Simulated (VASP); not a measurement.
# Zn2SeS (P-4m2) in VASP: further runs, part 2 of 2

VASP 6.6.1. Earlier steps stand in the parts before.

### 3 Single point, LDA (strain -0.0750 x Voigt [1, 1, 0, 0, 0, 0])

INCAR

```
SYSTEM = Zn2SeS
  PREC = Accurate
  ENCUT = 520
  EDIFF = 1E-6
  ISMEAR = 0
  SIGMA = 0.05
  LREAL = .False.
  LASPH = .True.
  NELM = 60
  ALGO = Normal
  ISIF = 2
  LWAVE = .False.
  LCHARG = .True.
  LELF = .True.
  LVHAR = .True.
  NBANDS = 26
```

KPOINTS

```
Automatic mesh
0
Gamma
  8 8 6
  0 0 0
```

POSCAR

```
Zn2SeS
1.0
    3.6160905305      0.0000000000      0.0000000000
    0.0000000000      3.6160905305      0.0000000000
    0.0000000000      0.0000000000      5.5221151400
Zn Se S
2 1 1
Direct
    0.5000000000      0.0000000000      0.7630636300
    0.0000000000      0.5000000000      0.2369363700
    0.0000000000      0.0000000000      0.5000000000
    0.5000000000      0.5000000000      0.0000000000
```

Potentials or basis: VASP PAW LDA potentials, release 64 (Zn, Se, S).

Run with:

```
$ cat potpaw_LDA.64/Zn/POTCAR potpaw_LDA.64/Se/POTCAR potpaw_LDA.64/S/POTCAR > POTCAR
$ mpirun -np 1 vasp_std > vasp.out
```

OUTCAR:

```text
SYSTEM = Zn2SeS
   PREC = Accurate
   ENCUT = 520
   EDIFF = 1E-6
   ISMEAR = 0
   LREAL = .False.
   LASPH = .True.
   NELM = 60
   ISIF = 2

 ion  position               nearest neighbor table
   1  0.500  0.000  0.763-   4 2.23   4 2.23   3 2.32   3 2.32
   2  0.000  0.500  0.237-   4 2.23   4 2.23   3 2.32   3 2.32
   3  0.000  0.000  0.500-   1 2.32   2 2.32   2 2.32   1 2.32
   4  0.500  0.500  0.000-   1 2.23   2 2.23   1 2.23   2 2.23

  LATTYP: Found a simple tetragonal cell.
 ALAT       =     3.6160905305
 C/A-ratio  =     1.5270953792

  Lattice vectors:

 A1 = (   3.6160905305,   0.0000000000,   0.0000000000)
 A2 = (   0.0000000000,   3.6160905305,   0.0000000000)
 A3 = (   0.0000000000,   0.0000000000,   5.5221151400)

Analysis of symmetry for initial positions (statically):
=====================================================================
 Subroutine PRICEL returns:
 Original cell was already a primitive cell.

 Routine SETGRP: Setting up the symmetry group for a
 simple tetragonal supercell.

 Subroutine GETGRP returns: Found  8 space group operations
 (whereof  8 operations were pure point group operations)
[... 163 lines left out ...]
  ext. energy  EPLUGINS =         0.00000000
  ---------------------------------------------------
  free energy    TOTEN  =       -15.25060937 eV

  energy without entropy =      -15.25060937  energy(sigma->0) =      -15.25060937

 E-fermi :   3.7555     XC(G=0): -10.6169

 val. band max:        3.4998547690   @ k =   0.0000   0.0000   0.0000
 cond. band min:       5.4021061354   @ k =   0.0000   0.0000   0.0000
 fundamental gap:      1.9022513664
 Fermi energy:         3.7555483319

 k-point     1 :       0.0000    0.0000    0.0000
  band No.  band energies     occupation
      1     -11.0832      2.00000
      2      -9.6010      2.00000
      3      -4.2229      2.00000
      4      -4.0189      2.00000
      5      -4.0162      2.00000
      6      -4.0162      2.00000
[... 685 lines left out ...]
     25      11.6017      0.00000
     26      11.6166      0.00000

 [... further k-points ...]
[... 5 lines left out ...]
  --------------------------------------------------------------------------------------
  -------------------------------------------------------------------------------------
  Total        5.2909214      5.2909214      3.7740338      0.0000000      0.0000000      0.0000000
  in kB      117.3972278    117.3972278     83.7398777      0.0000000      0.0000000      0.0000000
  external PRESSURE =     106.1781111 kB  Pullay stress =       0.0000000 kB

 VOLUME and BASIS-vectors are now :
 -----------------------------------------------------------------------------
  energy-cutoff  :      520.00
  volume of cell :       72.21
      direct lattice vectors                 reciprocal lattice vectors
     3.616090531  0.000000000  0.000000000     0.276541749  0.000000000  0.000000000
     0.000000000  3.616090531  0.000000000     0.000000000  0.276541749  0.000000000
     0.000000000  0.000000000  5.522115140     0.000000000  0.000000000  0.181090031

 POSITION                                       TOTAL-FORCE (eV/Angst)
 -----------------------------------------------------------------------------------
      1.80805      0.00000      4.21373         0.000000      0.000000      0.042769
      0.00000      1.80805      1.30839        -0.000000     -0.000000     -0.042769
      0.00000      0.00000      2.76106        -0.000000     -0.000000      0.000000
      1.80805      1.80805      0.00000        -0.000000      0.000000      0.000000
 -----------------------------------------------------------------------------------
    total drift:                                0.000000      0.000000      0.000000

  FREE ENERGIE OF THE ION-ELECTRON SYSTEM (eV)
  ---------------------------------------------------
  free  energy   TOTEN  =       -15.2506093662 eV

  energy  without entropy=      -15.2506093662  energy(sigma->0) =      -15.25060937
```

OSZICAR:

```text
N       E                     dE             d eps       ncg     rms          rms(c)
DAV:   1     0.245207341168E+03    0.24521E+03   -0.17135E+04  3120   0.172E+03
DAV:   2     0.774777020876E+01   -0.23746E+03   -0.22716E+03  3224   0.358E+02
DAV:   3    -0.155354830155E+02   -0.23283E+02   -0.23020E+02  3702   0.113E+02
DAV:   4    -0.160674025633E+02   -0.53192E+00   -0.53082E+00  3554   0.167E+01
DAV:   5    -0.160735560014E+02   -0.61534E-02   -0.61521E-02  3726   0.181E+00    0.113E+01
DAV:   6    -0.153039131363E+02    0.76964E+00   -0.15694E+00  4106   0.384E+01    0.825E+00
DAV:   7    -0.152663103668E+02    0.37603E-01   -0.12221E+00  3274   0.718E+00    0.312E+00
DAV:   8    -0.152530146282E+02    0.13296E-01   -0.25208E-02  3582   0.103E+00    0.930E-01
DAV:   9    -0.152506078898E+02    0.24067E-02   -0.11091E-02  3452   0.790E-01    0.263E-01
DAV:  10    -0.152506054912E+02    0.23986E-05   -0.45399E-04  3584   0.188E-01    0.162E-01
DAV:  11    -0.152506108782E+02   -0.53870E-05   -0.11794E-04  4290   0.104E-01    0.367E-02
DAV:  12    -0.152506096051E+02    0.12731E-05   -0.31673E-05  4328   0.103E-01    0.152E-02
DAV:  13    -0.152506093662E+02    0.23893E-06   -0.39963E-06  3472   0.300E-02
   1 F= -.15250609E+02 E0= -.15250609E+02  d E =-.645639E-15
```

stdout:

```text
POSCAR found type information on POSCAR ZnSeS
 POSCAR found :  3 types and       4 ions
 scaLAPACK will be used
 LDA part: xc-table for (Slater(with rela. corr.)+CA(PZ))
 , standard interpolation
 POSCAR, INCAR and KPOINTS ok, starting setup
 FFT: planning ... GRIDC
 FFT: planning ... GRID_SOFT
 FFT: planning ... GRID
 WAVECAR not read
 entering main loop
```

It took 51 s on 1 thread of AMD EPYC 9R14 (Zen 4), shared host; peak memory 0.2 GiB.

Results:

* Free energy: -15.2506 eV
* Pressure: 10.6 GPa
* Largest force: 0.043 eV/Å
* Band gap on the k mesh: 1.90 eV

Forces in eV/Å, atoms in the order of the input:
```
Zn   0.000  0.000  0.043
Zn   0.000  0.000 -0.043
Se   0.000  0.000  0.000
S    0.000  0.000  0.000
```

Levels at points of the mesh, in eV from the valence-band top:
```tsv
k point	band 14	band 15	band 16	band 17	band 18	band 19	band 20	band 21	band 22	band 23
(0.00, 0.00, 0.00)	-2.76	-2.76	-0.45	0.00	0.00	1.90	2.85	3.81	5.73	5.73
(0.50, 0.00, 0.00)	-4.89	-3.71	-3.63	-1.51	-0.62	4.55	5.21	6.11	6.12	6.78
(0.50, 0.50, 0.00)	-5.47	-3.36	-3.27	-3.27	-2.81	2.01	2.52	3.09	3.09	11.19
(0.00, 0.00, 0.50)	-3.50	-1.99	-1.99	-1.17	-1.17	3.60	3.86	4.44	4.82	7.86
(0.50, 0.00, 0.50)	-6.42	-1.66	-1.53	-1.48	-0.57	2.65	2.79	5.76	6.37	6.52
(0.50, 0.50, 0.50)	-5.53	-3.85	-3.71	-3.71	-3.58	4.79	4.89	5.69	5.69	6.65
```

Caveat: the cell differs from its parent crystal (strain -0.0750 x Voigt [1, 1, 0, 0, 0, 0]); the cell stands under pressure. A k mesh can miss the band edges.
